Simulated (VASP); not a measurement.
Cr:

```
Cr
1.0
     2.71400    0.00000    0.00000
     0.00000    4.70079    0.00000
     1.35700    2.35039    4.41000
Cr
4
Direct
  0.87500 0.20833 0.25000
  0.37500 0.70833 0.25000
  0.12500 0.79167 0.75000
  0.62500 0.29167 0.75000
```

This isn't the form of Cr at room conditions, which is bcc.

Base run:

| Property | Result |
| --- | --- |
| Program | VASP 6.6.1 |
| Functional | LDA |
| Potentials or basis | VASP PAW LDA potentials, release 64 (Cr_pv) |
| Cutoff | 520 eV |
| k mesh | 10 × 10 × 10 |
| Occupations | fermi-dirac, width 0.03 eV |
| Spin | collinear spin, ferrimagnetic start |
| Starting moments | [3.0, 3.0, 3.0, -3.0] μB |

Its results: pressure -38.5 GPa; largest force 0.057 eV/Å.

Q: The run is repeated on the same cell with these changes: spin from collinear spin, ferrimagnetic start to no spin polarisation; further incar settings from ALGO = Normal; EDIFF = 1e-06; NBANDS = 36 to ALGO = Normal; EDIFF = 1e-06; NBANDS = 32. What comes out?

A: Pressure -39.1 GPa; largest force 0.009 eV/Å.

Caveats: the cell stands under tension.
